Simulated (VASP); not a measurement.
A run of VASP 6.6.1 is set up as follows.

File POSCAR:

```
GaN
1.0
    0.0000000000      2.1344808572      2.1344808572
    2.1344808572      0.0000000000      2.1344808572
    2.1344808572      2.1344808572      0.0000000000
Ga N
1 1
Direct
    0.0000000000      0.0000000000      0.0000000000
    0.2500000000      0.2500000000      0.2500000000
```

Contents of INCAR.step1:

```
PREC     = Accurate       # precision mode
ENCUT    = 520            # plane-wave cutoff, eV
EDIFF    = 1E-5           # SCF threshold, eV
ISMEAR   = 0              # smearing method
SIGMA    = 0.01           # smearing width, eV
LREAL    = F              # projectors in reciprocal space
LASPH    = T              # aspherical terms in the spheres
NELM     = 80             # most SCF steps
ALGO     = Normal         # electronic algorithm
ISIF     = 2              # what is computed and relaxed
LWAVE    = T              # write WAVECAR
LCHARG   = F              # write CHGCAR
GGA      = PE             # functional
NBANDS   = 16             # bands
```

The input INCAR.step2:

```
PREC     = Accurate       # precision mode
ENCUT    = 520            # plane-wave cutoff, eV
EDIFF    = 1E-7           # SCF threshold, eV
ISMEAR   = 0              # smearing method
SIGMA    = 0.01           # smearing width, eV
LREAL    = F              # projectors in reciprocal space
LASPH    = T              # aspherical terms in the spheres
NELM     = 80             # most SCF steps
ALGO     = Normal         # electronic algorithm
ISIF     = 2              # what is computed and relaxed
LWAVE    = F              # write WAVECAR
LCHARG   = F              # write CHGCAR
GGA      = PE             # functional
LHFCALC  = T              # exact exchange
HFSCREEN = 0.2079         # screening, 1/A
PRECFOCK = Normal       
ISTART   = 1            
NBANDS   = 16             # bands
```

File KPOINTS:

```
Automatic mesh
0
Gamma
  6 6 6
```

Potentials or basis: VASP PAW PBE potentials, release 64 (Ga_d, N).

Run with:

```bash
$ cat potpaw_PBE.64/Ga_d/POTCAR potpaw_PBE.64/N/POTCAR > POTCAR
$ cp INCAR.step1 INCAR
$ mpirun -np 1 vasp_std > vasp.out
$ cp INCAR.step2 INCAR
$ mpirun -np 1 vasp_std > vasp.out
```

Q: Predict the band gap on the k mesh.

A: 4.18 eV.

Q: Estimate the pressure.

A: 42.8 GPa.

Caveat: the k points lie up to 0.42 Å⁻¹ apart; the cell differs from its parent crystal (strain -5.1%); the PAW data sets were made with another functional, which shifts forces and pressure a little. A k mesh can miss the band edges.
